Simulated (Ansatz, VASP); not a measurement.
Two plane-wave programs on Cu

Contents of INCAR:

```
PREC = Accurate ; ENCUT = 520
EDIFF = 1E-7 ; ISMEAR = 0
SIGMA = 0.15 ; LREAL = F
LASPH = T ; NELM = 80
ALGO = Fast ; ISIF = 2
LWAVE = F ; LCHARG = T
GGA = PS ; LELF = T
LVHAR = T ; NBANDS = 12
```

File KPOINTS:

```
Automatic mesh
0
Gamma
  32 32 32
```

POSCAR

```
Cu
1.0
    0.0000000000      1.6766307265      2.0119568718
    1.6766307265      0.0000000000      2.0119568718
    1.6766307265      1.6766307265      0.0000000000
Cu
1
Direct
    0.0000000000      0.0000000000      0.0000000000
```

Input for Ansatz:

```yaml
crystal:
  lattice:
    - [0.0, 1.6766307265, 2.0119568718]
    - [1.6766307265, 0.0, 2.0119568718]
    - [1.6766307265, 1.6766307265, 0.0]
  atoms:
    - { symbol: Cu, position: [0.0, 0.0, 0.0] }
basis:
  ecutwfc: 420
kpoints:
  mp_grid: { grid: [32, 32, 32] }
hamiltonian:
  xc: pbesol
scf:
  occupations: { method: gaussian, width: 0.15 }
output:
  forces: true
  stress: true
  eigenvalues: true
  write_density: true
  write_potential: true
  elf: true
  volumetric_format: npy
```

Alike in both runs: task single point; functional PBEsol; k mesh 32 × 32 × 32; occupations gaussian, width 0.15 eV; no spin polarisation.

```csv
,VASP,Ansatz
version,VASP 6.6.1,Ansatz 0.2.0
potentials or method,"VASP PAW PBE potentials, release 64 (Cu), cutoff 520 eV","scalar-relativistic, plane waves, PAW"
valence electrons in the cell,11,19
```

```csv
,VASP,Ansatz,Ansatz less VASP
gap on the k mesh at the Fermi level (eV),none,none,-
pressure (GPa),3.4,2.4,-1.00
"traceless stress, the component that is largest in VASP (GPa)",-13.37,-13.49,-0.117
```

VASP's potentials were made for PBE, not for PBEsol. A gap of «none» marks a metal or a gap that the smearing closes. The functional is the same, so the differences come from potentials, cutoffs and numerics. VASP's potentials hold 11 valence electrons a cell and Ansatz's 19, so a difference there can come from the potentials and not from the codes.
